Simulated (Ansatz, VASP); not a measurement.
# Sr: VASP beside Ansatz

```
CELL_PARAMETERS angstrom
3.75001 0.00000 0.00000
0.00000 3.75001 0.00000
0.00000 0.00000 3.75001
ATOMIC_POSITIONS crystal
Sr 0.00000 0.00000 0.00000
```

Alike in both runs: task relaxation of cell and atoms; functional PBEsol; k mesh 14 × 14 × 14; occupations gaussian, width 0.1 eV; no spin polarisation.

```csv
,VASP,Ansatz
version,VASP 6.6.1,Ansatz 0.2.0
potentials or method,"VASP PAW PBE potentials, release 64 (Sr_sv), cutoff 600 eV","scalar-relativistic, plane waves, PAW"
valence electrons in the cell,10,10
```

```tsv
	VASP	Ansatz	Ansatz less VASP
gap on the k mesh at the Fermi level, each at its own relaxed structure (eV)	none	none	-
relaxed volume (Å³/atom)	52.73	52.73	0.000
relaxed length of the cell vector where the two differ most in proportion (Å)	3.750	3.750	0.0000
```

VASP's potentials were made for PBE, not for PBEsol. A gap of «none» marks a metal or a gap that the smearing closes.

Noted on VASP's run: the relaxation stopped at its first step, so nothing moved.
